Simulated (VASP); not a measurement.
# Te2Mo (Cmmm) in VASP: a series of runs

Te2Mo is run at these levels: PBE; tasks: single point.

Program: VASP 6.6.1. These are calculated values, not measurements. Logs are shortened: lines on timing, memory, paths and dates and some standing lists are left out, and cuts for length are marked.

## 1. The cell of the first run

The structure is orthorhombic, space group Cmmm (No. 65). Conventional cell: a = 7.579 Å, b = 7.702 Å, c = 2.976 Å, α = 90.00°, β = 90.00°, γ = 90.00°. Within 3.6 Å of Te (site symmetry 2/m) lie 2 Mo at 2.70 Å and 2 Te at 2.98 Å. Mo (site symmetry mmm) has 4 Te at 2.70 Å and 2 Mo at 2.98 Å within 3.6 Å.

## 2. Single point, PBE, collinear spin, ferromagnetic start

INCAR

```
SYSTEM = Te2Mo
  ALGO = Normal
  EDIFF = 1E-6
  ENCUT = 520
  GGA = PE
  ISIF = 2
  ISMEAR = 0
  ISPIN = 2
  LASPH = .True.
  LCHARG = .False.
  LMAXMIX = 4
  LORBIT = 11
  LREAL = .False.
  LWAVE = .False.
  MAGMOM = 0 0 1
  NBANDS = 24
  NELM = 150
  PREC = Accurate
  SIGMA = 0.1
```

KPOINTS

```
k-points
0
Gamma
  4 4 6
  0 0 0
```

POSCAR

```
Te2Mo
1.0
    3.7893849192     -3.8508268929      0.0000000000
    3.7893849192      3.8508268929      0.0000000000
    0.0000000000      0.0000000000      2.9759362742
Te Mo
2 1
Direct
    0.0000000000      0.5000000000      0.0000000000
    0.5000000000      0.0000000000      0.0000000000
    0.0000000000      0.0000000000      0.0000000000
```

Potentials or basis: VASP PAW PBE potentials, release 64 (Te, Mo_sv).

The run is started by

```
cat potpaw_PBE.64/Te/POTCAR potpaw_PBE.64/Mo_sv/POTCAR > POTCAR
mpirun -np 1 vasp_std > vasp.out
```

OUTCAR:

```text
SYSTEM = Te2Mo
   EDIFF = 1E-6
   ENCUT = 520
   GGA = PE
   ISIF = 2
   ISMEAR = 0
   ISPIN = 2
   LASPH = .True.
   LORBIT = 11
   LREAL = .False.
   NELM = 150
   PREC = Accurate

 ion  position               nearest neighbor table
   1  0.000  0.500  0.000-   3 2.70   3 2.70
   2  0.500  0.000  0.000-   3 2.70   3 2.70
   3  0.000  0.000  0.000-   1 2.70   2 2.70   1 2.70   2 2.70

  LATTYP: Found a base centered orthorhombic cell.
 ALAT       =     7.5787698384
 B/A-ratio  =     1.0162142340
 C/A-ratio  =     0.3926674563

  Lattice vectors:

 A1 = (   3.7893849192,  -3.8508268929,   0.0000000000)
 A2 = (   3.7893849192,   3.8508268929,   0.0000000000)
 A3 = (   0.0000000000,   0.0000000000,   2.9759362742)

Analysis of symmetry for initial positions (statically):
=====================================================================
 Subroutine PRICEL returns:
 Original cell was already a primitive cell.

 Routine SETGRP: Setting up the symmetry group for a
 base centered orthorhombic supercell.

 Subroutine GETGRP returns: Found  8 space group operations
 (whereof  8 operations were pure point group operations)
 out of a pool of  8 trial point group operations.

The static configuration has the point symmetry D_2h.

Analysis of symmetry for dynamics (positions and initial velocities):
=====================================================================
 Subroutine PRICEL returns:
 Original cell was already a primitive cell.

 Routine SETGRP: Setting up the symmetry group for a
 base centered orthorhombic supercell.

 Subroutine GETGRP returns: Found  8 space group operations
 (whereof  8 operations were pure point group operations)
 out of a pool of  8 trial point group operations.

The dynamic configuration has the point symmetry D_2h.

Analysis of structural, dynamic, and magnetic symmetry:
=====================================================================
 Subroutine PRICEL returns:
 Original cell was already a primitive cell.

 Routine SETGRP: Setting up the symmetry group for a
 base centered orthorhombic supercell.

 Subroutine GETGRP returns: Found  8 space group operations
 (whereof  8 operations were pure point group operations)
 out of a pool of  8 trial point group operations.

The overall configuration has the point symmetry D_2h.

 Subroutine INISYM returns: Found  8 space group operations
 (whereof  8 operations are pure point group operations),
 and found     1 'primitive' translations

----------------------------------------------------------------------------------------

                                     Primitive cell

  volume of cell :      86.8513

  direct lattice vectors                    reciprocal lattice vectors
     3.789384919 -3.850826893  0.000000000     0.131947535 -0.129842243  0.000000000
     3.789384919  3.850826893  0.000000000     0.131947535  0.129842243  0.000000000
     0.000000000  0.000000000  2.975936274     0.000000000  0.000000000  0.336028701

  length of vectors
     5.402620274  5.402620274  2.975936274     0.185119313  0.185119313  0.336028701

  position of ions in fractional coordinates (direct lattice)
     0.000000000  0.500000000  0.000000000
     0.500000000  0.000000000  0.000000000
     0.000000000  0.000000000  0.000000000

  ion indices of the primitive-cell ions
   primitive index   ion index
                 1           1
                 2           2
                 3           3

----------------------------------------------------------------------------------------

 KPOINTS: k-points

Automatic generation of k-mesh.
 Grid dimensions read from file:
 generate k-points for:    4    4    6

 Generating k-lattice:

  Cartesian coordinates                     Fractional coordinates (reciprocal lattice)
     0.032986884 -0.032460561  0.000000000     0.250000000  0.000000000  0.000000000
     0.032986884  0.032460561  0.000000000     0.000000000  0.250000000  0.000000000
     0.000000000  0.000000000  0.056004783     0.000000000  0.000000000  0.166666667

  Length of vectors
     0.046279828  0.046279828  0.056004783

  Shift w.r.t. Gamma in fractional coordinates (k-lattice)
     0.000000000  0.000000000  0.000000000

 Subroutine IBZKPT returns following result:
 ===========================================

 Found     28 irreducible k-points:

 Following reciprocal coordinates:
            Coordinates               Weight
  0.000000  0.000000  0.000000      1.000000
  0.250000  0.000000  0.000000      4.000000
  0.500000  0.000000  0.000000      2.000000
  0.250000  0.250000  0.000000      2.000000
  0.500000  0.250000  0.000000      4.000000
 -0.250000  0.250000  0.000000      2.000000
[... 16 lines left out ...]
  0.250000  0.000000  0.500000      4.000000
  0.500000  0.000000  0.500000      2.000000
 [... further k-points ...]
   k-points           NKPTS =     28   k-points in BZ     NKDIM =     28   number of bands    NBANDS=     24
[... 82 lines left out ...]
      1     -54.3236      1.00000
      2     -28.5600      1.00000
      3     -28.5562      1.00000
      4     -27.9798      1.00000
      5      -6.3370      1.00000
      6      -5.5892      1.00000
[... 16 lines left out ...]
     23      17.0885      0.00000
     24      17.1800      0.00000

 k-point     3 :       0.5000    0.0000    0.0000
  band No.  band energies     occupation
      1     -54.3237      1.00000
      2     -28.5596      1.00000
      3     -28.5554      1.00000
      4     -27.9797      1.00000
      5      -6.0532      1.00000
      6      -5.7572      1.00000
[... 16 lines left out ...]
     23      15.6483      0.00000
     24      16.2684      0.00000
[... 514 lines left out ...]
 k-point    23 :       0.2500    0.0000    0.5000
  band No.  band energies     occupation
      1     -54.2849      1.00000
      2     -28.5163      1.00000
      3     -28.5125      1.00000
      4     -28.3923      1.00000
      5      -3.7565      1.00000
      6      -3.0199      1.00000
[... 16 lines left out ...]
     23      15.0809      0.00000
     24      15.7762      0.00000

 k-point    24 :       0.5000    0.0000    0.5000
  band No.  band energies     occupation
      1     -54.2850      1.00000
      2     -28.5158      1.00000
      3     -28.5115      1.00000
      4     -28.3922      1.00000
      5      -3.5029      1.00000
      6      -3.0869      1.00000
[... 16 lines left out ...]
     23      15.8516      0.00000
     24      16.5398      0.00000

 [... further k-points ...]

 spin component 2

 k-point     1 :       0.0000    0.0000    0.0000
  band No.  band energies     occupation
      1     -54.3230      1.00000
      2     -28.5599      1.00000
      3     -28.5563      1.00000
      4     -27.9796      1.00000
      5      -6.5206      1.00000
      6      -5.5159      1.00000
[... 16 lines left out ...]
     23      17.4769      0.00000
     24      17.5123      0.00000

 k-point     2 :       0.2500    0.0000    0.0000
  band No.  band energies     occupation
      1     -54.3231      1.00000
      2     -28.5594      1.00000
      3     -28.5556      1.00000
      4     -27.9795      1.00000
      5      -6.3370      1.00000
      6      -5.5892      1.00000
[... 16 lines left out ...]
     23      17.0887      0.00000
     24      17.1801      0.00000

 k-point     3 :       0.5000    0.0000    0.0000
  band No.  band energies     occupation
      1     -54.3232      1.00000
      2     -28.5589      1.00000
      3     -28.5548      1.00000
      4     -27.9794      1.00000
      5      -6.0531      1.00000
      6      -5.7572      1.00000
[... 16 lines left out ...]
     23      15.6484      0.00000
     24      16.2685      0.00000
[... 514 lines left out ...]
 k-point    23 :       0.2500    0.0000    0.5000
  band No.  band energies     occupation
      1     -54.2844      1.00000
      2     -28.5157      1.00000
      3     -28.5119      1.00000
      4     -28.3920      1.00000
      5      -3.7565      1.00000
      6      -3.0199      1.00000
[... 16 lines left out ...]
     23      15.0810      0.00000
     24      15.7764      0.00000

 k-point    24 :       0.5000    0.0000    0.5000
  band No.  band energies     occupation
      1     -54.2845      1.00000
      2     -28.5152      1.00000
      3     -28.5109      1.00000
      4     -28.3919      1.00000
      5      -3.5029      1.00000
      6      -3.0869      1.00000
[... 16 lines left out ...]
     23      15.8517      0.00000
     24      16.5400      0.00000

 [... further k-points ...]
[... 5 lines left out ...]
  --------------------------------------------------------------------------------------
  -------------------------------------------------------------------------------------
  Total        0.0493697     -0.1264568      0.0442521     -0.0000000      0.0000000      0.0000000
  in kB        0.9107408     -2.3327940      0.8163350     -0.0000000      0.0000000      0.0000000
  external PRESSURE =      -0.2019061 kB  Pullay stress =       0.0000000 kB

 VOLUME and BASIS-vectors are now :
 -----------------------------------------------------------------------------
  energy-cutoff  :      520.00
  volume of cell :       86.85
      direct lattice vectors                 reciprocal lattice vectors
     3.789384919 -3.850826893  0.000000000     0.131947535 -0.129842243  0.000000000
     3.789384919  3.850826893  0.000000000     0.131947535  0.129842243  0.000000000
     0.000000000  0.000000000  2.975936274     0.000000000  0.000000000  0.336028701

 POSITION                                       TOTAL-FORCE (eV/Angst)
 -----------------------------------------------------------------------------------
      1.89469      1.92541      0.00000         0.000000     -0.000000      0.000000
      1.89469     -1.92541      0.00000         0.000000     -0.000000      0.000000
      0.00000      0.00000      0.00000        -0.000000      0.000000      0.000000
 -----------------------------------------------------------------------------------
    total drift:                               -0.000000      0.000000     -0.000000

  FREE ENERGIE OF THE ION-ELECTRON SYSTEM (eV)
  ---------------------------------------------------
  free  energy   TOTEN  =       -15.3960067078 eV

  energy  without entropy=      -15.3815110117  energy(sigma->0) =      -15.38875886

 total charge

# of ion       s       p       d       tot
------------------------------------------
    1        1.391   1.936   0.059   3.386
    2        1.391   1.936   0.059   3.386
    3        2.244   6.094   3.970  12.308
--------------------------------------------------
tot          5.026   9.966   4.088  19.080

 magnetization (x)

# of ion       s       p       d       tot
------------------------------------------
    1       -0.000   0.000   0.000   0.000
    2       -0.000   0.000   0.000   0.000
    3        0.000   0.000   0.001   0.001
--------------------------------------------------
tot          0.000   0.000   0.001   0.001
```

It took 2.3 min on 1 thread of Intel Xeon 6975P-C, shared host; peak memory 0.27 GiB.

What came out:

```yaml
Free_energy: -15.3960 eV
Pressure: 0.0 GPa
Band_gap_on_the_k_mesh: zero (filled and empty bands overlap)
Net_moment: 0.00 μB per cell
Valence_electrons_inside_the_program's_atomic_spheres: Te 3.39; Mo 12.31
```

Levels at points of the mesh, in eV from the Fermi level:
Spin up:
| k point | band 11 | band 12 | band 13 | band 14 | band 15 | band 16 |
| --- | --- | --- | --- | --- | --- | --- |
| (0.00, 0.00, 0.00) | -1.53 | -1.48 | -0.08 | 0.96 | 0.97 | 1.37 |
| (0.50, 0.00, 0.00) | -2.44 | 0.42 | 0.44 | 0.55 | 0.96 | 3.84 |
| (0.50, 0.50, 0.00) | -0.64 | 0.36 | 0.54 | 0.56 | 4.37 | 4.45 |
| (0.00, 0.00, 0.50) | -2.08 | -2.06 | -0.77 | 0.41 | 0.59 | 0.66 |
| (0.50, 0.00, 0.50) | -2.03 | -1.47 | -0.71 | -0.51 | 1.23 | 1.49 |
| (0.50, 0.50, 0.50) | -3.22 | -0.50 | -0.50 | 0.89 | 1.24 | 1.39 |
Spin down:
| k point | band 9 | band 10 | band 11 | band 12 | band 13 | band 14 | band 15 | band 16 | band 17 | band 18 |
| --- | --- | --- | --- | --- | --- | --- | --- | --- | --- | --- |
| (0.00, 0.00, 0.00) | -2.51 | -1.66 | -1.52 | -1.48 | -0.07 | 0.96 | 0.97 | 1.37 | 3.42 | 3.50 |
| (0.50, 0.00, 0.00) | -3.73 | -3.04 | -2.44 | 0.42 | 0.44 | 0.55 | 0.96 | 3.84 | 4.79 | 5.24 |
| (0.50, 0.50, 0.00) | -4.65 | -2.39 | -0.64 | 0.36 | 0.54 | 0.56 | 4.37 | 4.45 | 4.79 | 4.79 |
| (0.00, 0.00, 0.50) | -2.20 | -2.08 | -2.08 | -2.06 | -0.77 | 0.41 | 0.59 | 0.66 | 1.78 | 4.48 |
| (0.50, 0.00, 0.50) | -3.99 | -2.08 | -2.03 | -1.47 | -0.71 | -0.51 | 1.23 | 1.49 | 2.37 | 4.46 |
| (0.50, 0.50, 0.50) | -4.51 | -3.60 | -3.22 | -0.50 | -0.50 | 0.89 | 1.24 | 1.39 | 2.96 | 4.01 |

Caveat: spin-orbit coupling is left out, which moves the levels of the heavy elements.

## 3. Single point, PBE

This run uses another cell than the first one, of 29.01 Å³/atom, 1.002 times its volume.

INCAR

```
PREC = Accurate ; ENCUT = 520
EDIFF = 1E-6 ; ISMEAR = 0
SIGMA = 0.1 ; LREAL = False
LASPH = True ; NELM = 60
ALGO = Normal ; ISIF = 2
LWAVE = False ; LCHARG = False
GGA = PE ; NBANDS = 20
```

KPOINTS

```
Automatic mesh
0
Gamma
  10 10 16
```

POSCAR

```
Te2Mo
1.0
    3.8486934695     -3.8481743502      0.0000000000
    3.8486934695      3.8481743502      0.0000000000
    0.0000000000      0.0000000000      2.9383166410
Te Mo
2 1
Direct
    0.0000000000      0.5000000000      0.0000000000
    0.5000000000      0.0000000000      0.0000000000
    0.0000000000      0.0000000000      0.0000000000
```

Potentials or basis: VASP PAW PBE potentials, release 64 (Te, Mo_sv).

The run is started by

```
cat potpaw_PBE.64/Te/POTCAR potpaw_PBE.64/Mo_sv/POTCAR > POTCAR
mpirun -np 1 vasp_std > vasp.out
```

Wall time 7.6 min (1 thread of Intel Xeon 6975P-C, shared host); peak memory 0.55 GiB.

The run converged. Its results:

| Item | Value |
| --- | --- |
| Free energy | -15.4285 eV |
| Pressure | 0.0 GPa |
| Band gap on the k mesh | zero (band 13 reaches 7.64 eV, above the bottom of band 14 at 6.02 eV) |

Levels at points of the mesh, in eV from the Fermi level:
| k point | band 9 | band 10 | band 11 | band 12 | band 13 | band 14 | band 15 | band 16 | band 17 | band 18 |
| --- | --- | --- | --- | --- | --- | --- | --- | --- | --- | --- |
| (0.00, 0.00, 0.00) | -2.59 | -1.72 | -1.72 | -1.56 | -0.17 | 1.04 | 1.04 | 1.21 | 3.36 | 3.76 |
| (0.50, 0.00, 0.00) | -3.78 | -3.13 | -2.52 | 0.30 | 0.32 | 0.68 | 1.04 | 4.16 | 5.01 | 5.10 |
| (0.50, 0.50, 0.00) | -4.69 | -2.47 | -0.82 | 0.28 | 0.68 | 0.68 | 4.22 | 4.22 | 4.55 | 5.03 |
| (0.00, 0.00, 0.50) | -2.14 | -2.14 | -2.09 | -2.08 | -0.76 | 0.48 | 0.48 | 0.59 | 1.78 | 4.44 |
| (0.50, 0.00, 0.50) | -3.92 | -2.11 | -2.02 | -1.45 | -0.67 | -0.66 | 1.18 | 1.44 | 2.34 | 4.53 |
| (0.50, 0.50, 0.50) | -4.43 | -3.54 | -3.11 | -0.65 | -0.65 | 0.91 | 1.20 | 1.35 | 2.97 | 4.13 |

Caveat: spin-orbit coupling is left out, which moves the levels of the heavy elements.

## 4. Single point, PBE

INCAR

```
  PREC = Accurate
  ENCUT = 520
  EDIFF = 1E-6
  ISMEAR = 0
  SIGMA = 0.1
  LREAL = False
  LASPH = True
  NELM = 60
  ALGO = Normal
  ISIF = 2
  LWAVE = False
  LCHARG = False
  GGA = PE
  NBANDS = 20
```

KPOINTS

```
regular mesh
0
Gamma
  4 4 6
```

POSCAR

```
Te2Mo
1.0
    3.7893849192     -3.8508268929      0.0000000000
    3.7893849192      3.8508268929      0.0000000000
    0.0000000000      0.0000000000      2.9759362742
Te Mo
2 1
Direct
    0.0000000000      0.5000000000      0.0000000000
    0.5000000000      0.0000000000      0.0000000000
    0.0000000000      0.0000000000      0.0000000000
```

The run is started by

```
cat potpaw_PBE.64/Te/POTCAR potpaw_PBE.64/Mo_sv/POTCAR > POTCAR
mpirun -np 1 vasp_std > vasp.out
```

Run time: 42 s. Hardware: 1 thread of Intel Xeon Platinum 8488C (Sapphire Rapids), shared host; peak memory 0.2 GiB.

Results (log left out):

- Free energy: -15.3960 eV
- Pressure: 0.0 GPa
- Band gap on the k mesh: zero (band 13 reaches 7.46 eV, above the bottom of band 14 at 6.08 eV)

Stress tensor (GPa, compression positive):
```
 0.09  0.00  0.00
 0.00 -0.23  0.00
 0.00  0.00  0.08
```

Levels at points of the mesh, in eV from the Fermi level:
```
           k point  band 10  band 11  band 12  band 13  band 14  band 15  band 16  band 17
(0.00, 0.00, 0.00)    -1.66    -1.52    -1.48    -0.08     0.96     0.97     1.37     3.42
(0.50, 0.00, 0.00)    -3.04    -2.44     0.42     0.44     0.55     0.96     3.84     4.79
(0.50, 0.50, 0.00)    -2.39    -0.64     0.36     0.54     0.56     4.37     4.45     4.79
(0.00, 0.00, 0.50)    -2.08    -2.08    -2.06    -0.77     0.41     0.59     0.66     1.78
(0.50, 0.00, 0.50)    -2.08    -2.03    -1.47    -0.71    -0.51     1.23     1.49     2.37
(0.50, 0.50, 0.50)    -3.60    -3.22    -0.50    -0.50     0.89     1.24     1.39     2.96
```

Caveat: spin-orbit coupling is left out, which moves the levels of the heavy elements.

## 5. The runs side by side

| spin | cell | k mesh | gap on the mesh (eV) | pressure (GPa) |
| --- | --- | --- | --- | --- |
| collinear, ferromagnetic start | a = 5.403, b = 5.403, c = 2.976 Å, angles 90.0, 90.0, 90.9°, 3 atoms | 4 × 4 × 6 | none | 0.0 |
| off | a = 5.443, b = 5.443, c = 2.938 Å, 3 atoms | 10 × 10 × 16 | none | 0.0 |
| off | a = 5.403, b = 5.403, c = 2.976 Å, angles 90.0, 90.0, 90.9°, 3 atoms | 4 × 4 × 6 | none | 0.0 |

Alike in all rows: task single point; level PBE; potentials or basis VASP PAW PBE potentials, release 64 (Te, Mo_sv); cutoff (eV) 520; smearing gaussian 0.1 eV.

Caveats: spin-orbit coupling is left out, which moves the levels of the heavy elements.

Absolute energies hang on the potentials; compare differences alone.
